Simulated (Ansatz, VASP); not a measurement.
## AlN in VASP and in Ansatz

POSCAR

```
AlN
1.0
    0.0000000000      2.2978345998      2.2978345998
    2.2978345998      0.0000000000      2.2978345998
    2.2978345998      2.2978345998      0.0000000000
Al N
1 1
Direct
    0.0000000000      0.0000000000      0.0000000000
    0.7500000000      0.7500000000      0.7500000000
```

File INCAR.step1:

```
SYSTEM = AlN
PREC = Accurate
ENCUT = 520
EDIFF = 1E-5
ISMEAR = 0
SIGMA = 0.01
LREAL = .FALSE.
LASPH = .TRUE.
NELM = 100
ALGO = Normal
ISIF = 2
LWAVE = .TRUE.
LCHARG = .FALSE.
GGA = PE
NBANDS = 11
```

Contents of INCAR.step2:

```
SYSTEM = AlN
PREC = Accurate
ENCUT = 520
EDIFF = 1E-6
ISMEAR = 0
SIGMA = 0.01
LREAL = .FALSE.
LASPH = .TRUE.
NELM = 100
ALGO = Normal
ISIF = 2
LWAVE = .FALSE.
LCHARG = .FALSE.
GGA = PE
LHFCALC = .TRUE.
HFSCREEN = 0.2079
PRECFOCK = Normal
ISTART = 1
NBANDS = 11
```

File KPOINTS:

```
Automatic mesh
0
G
  8 8 8
  0 0 0
```

Input for Ansatz:

```yaml
crystal:
  lattice:
    - [0.0, 2.2978345998, 2.2978345998]
    - [2.2978345998, 0.0, 2.2978345998]
    - [2.2978345998, 2.2978345998, 0.0]
  atoms:
    - { symbol: Al, position: [0.0, 0.0, 0.0] }
    - { symbol: "N", position: [0.75, 0.75, 0.75] }
kpoints:
  mp_grid: { grid: [8, 8, 8] }
  band_path:
    path:
      - [0.0, 0.0, 0.0]
      - [-0.5, -0.5, 0.0]
      - [-0.375, -0.375, 0.25]
      - [-0.375, 0.0, 0.375]
      - [0.0, 0.0, 0.5]
      - [-0.5, -0.25, 0.25]
    npoints: 1
hamiltonian:
  xc: hse06
scf:
  occupations: { method: fixed }
  n_extra_bands: 4
output:
  forces: true
  stress: true
  eigenvalues: true
  write_density: true
  write_potential: true
  elf: true
  volumetric_format: npy
```

Change from the starting cell: hydrostatic strain +5.2%.

Alike in both runs: task single point; functional HSE06; k mesh 8 × 8 × 8; no spin polarisation.

|  | VASP | Ansatz |
| --- | --- | --- |
| version | VASP 6.6.1 | Ansatz 0.2.0 |
| potentials or method | VASP PAW PBE potentials, release 64 (Al, N) | plane waves, PAW |
| plane-wave cutoff (eV) | 520 | 420 |
| occupations | gaussian, width 0.01 eV | fixed |
| valence electrons in the cell | 8 | 8 |

```csv
,VASP,Ansatz,Ansatz less VASP
gap on the k mesh at the Fermi level (eV),4.13,4.14,+0.016
pressure (GPa),-24.5,-24.3,+0.18
```

Ansatz's warnings: stress exchange threshold loose, stress scf threshold loose.
